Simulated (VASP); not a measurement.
Wanted: the native input for a VASP 6.6.1 run.

| Item | Value |
| --- | --- |
| Task | single point |
| Functional | r2SCAN |
| Potentials or basis | VASP PAW PBE potentials, release 64 (Ga_d, N_h) |
| Cutoff | 1460 eV |
| k mesh | 12 × 12 × 12 |
| Occupations | gaussian, width 0.05 eV |
| Spin | no spin polarisation |
| Dipole correction | no |
| Further INCAR settings | ALGO = Normal; EDIFF = 1e-06; NBANDS = 16 |

The system is GaN.

```
CELL_PARAMETERS angstrom
0.00000 2.13524 2.13524
2.13524 0.00000 2.13524
2.13524 2.13524 0.00000
ATOMIC_POSITIONS crystal
Ga 0.98536 0.98536 0.01464
N 0.50000 0.50000 0.50000
```

This cell differs from its parent crystal: all Ga atoms moved +0.062 Å, as atom 1 towards its neighbour atom 2 (N) at 2.135 Å.

One way to write it, as run:

POSCAR

```
GaN
1.0
    0.0000000000      2.1352350000      2.1352350000
    2.1352350000      0.0000000000      2.1352350000
    2.1352350000      2.1352350000      0.0000000000
Ga N
1 1
Direct
   -0.0146353914     -0.0146353914      0.0146353914
    0.5000000000      0.5000000000      0.5000000000
```

INCAR.step1

```
SYSTEM = GaN
PREC     = Accurate       ! precision mode
ENCUT    = 1460           ! plane-wave cutoff, eV
ISMEAR   = 0              ! smearing method
SIGMA    = 0.05           ! smearing width, eV
LREAL    = .False.        ! projectors in reciprocal space
LASPH    = .True.         ! aspherical terms in the spheres
NELM     = 120            ! most SCF steps
NBANDS   = 16             ! bands
GGA      = PE             ! functional
ALGO     = Normal         ! electronic algorithm
EDIFF    = 1E-5           ! SCF threshold, eV
LWAVE    = .True.         ! write WAVECAR
LCHARG   = .False.        ! write CHGCAR
GGA_COMPAT= .False.
```

INCAR.step2

```
SYSTEM = GaN
PREC     = Accurate       ! precision mode
ENCUT    = 1460           ! plane-wave cutoff, eV
EDIFF    = 1E-6           ! SCF threshold, eV
ISMEAR   = 0              ! smearing method
SIGMA    = 0.05           ! smearing width, eV
LREAL    = .False.        ! projectors in reciprocal space
LASPH    = .True.         ! aspherical terms in the spheres
NELM     = 120            ! most SCF steps
ALGO     = Normal         ! electronic algorithm
ISIF     = 2              ! what is computed and relaxed
LWAVE    = .False.        ! write WAVECAR
LCHARG   = .False.        ! write CHGCAR
METAGGA  = R2SCAN         ! meta-GGA
LMIXTAU  = .True.       
NBANDS   = 16             ! bands
ISTART   = 1            
GGA_COMPAT= .False.
```

KPOINTS

```
Automatic mesh
0
Gamma
  12 12 12
  0 0 0
```

Potentials or basis: VASP PAW PBE potentials, release 64 (Ga_d, N_h).

Launch:

```console
$ cat potpaw_PBE.64/Ga_d/POTCAR potpaw_PBE.64/N_h/POTCAR > POTCAR
$ cp INCAR.step1 INCAR
$ mpirun -np 1 vasp_std > vasp.out
$ cp INCAR.step2 INCAR
$ mpirun -np 1 vasp_std > vasp.out
```

Results of the run:

| Quantity | Value |
| --- | --- |
| Pressure | -7.1 GPa |
| Largest force | 0.130 eV/Å |
| Band gap on the k mesh | 0.89 eV (least direct gap 2.90 eV) |

Caveat: the cell differs from its parent crystal (all Ga atoms moved +0.062 Å, as atom 1 towards its neighbour atom 2 (N) at 2.135 Å); the cell stands under tension; the PAW data sets were made with another functional, which shifts forces and pressure a little.

Run time: 21 min on 1 thread of Intel(R) Xeon(R) Platinum 8259CL CPU @ 2.50GHz (Skylake/Cascade Lake), with other jobs on the host, peak memory 0.45 GiB.
